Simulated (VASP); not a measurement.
**MgO: single point with PBE**

Crystal: MgO.

```xyz
4
Lattice="3.6354 0.0000 0.0000 -1.8177 3.1483 0.0000 0.0000 0.0000 4.1047" Properties=species:S:1:pos:R:3 pbc="T T T"
Mg    1.8177    1.0494    3.0785
Mg    0.0000    2.0989    1.0262
O     1.8177    1.0494    1.0262
O     0.0000    2.0989    3.0785
```

| Item | Value |
| --- | --- |
| Program | VASP 6.6.1 |
| Task | single point |
| Functional | PBE |
| Potentials or basis | VASP PAW PBE potentials, release 64 (Mg, O) |
| Cutoff | 520 eV |
| k mesh | 9 × 9 × 6 |
| Occupations | gaussian, width 0.05 eV |
| Spin | no spin polarisation |

| Quantity | Value |
| --- | --- |
| Pressure | -3.0 GPa |
| Band gap on the k mesh | 3.21 eV |

Stress tensor (GPa, compression positive):
```
-6.01  0.00  0.00
 0.00 -6.01  0.00
 0.00  0.00  3.05
```

Levels at points of the mesh, in eV from the valence-band top:
```
           k point  band 6  band 7  band 8  band 9  band 10  band 11
(0.00, 0.00, 0.00)   -0.56   -0.56    0.00    3.21     9.30    11.85
(0.00, 0.00, 0.50)   -1.10   -1.10   -1.10    6.28     6.28    12.20
```

It took 38 s on 1 thread of Intel Xeon 8259CL, on a shared host, peak memory 0.18 GiB.
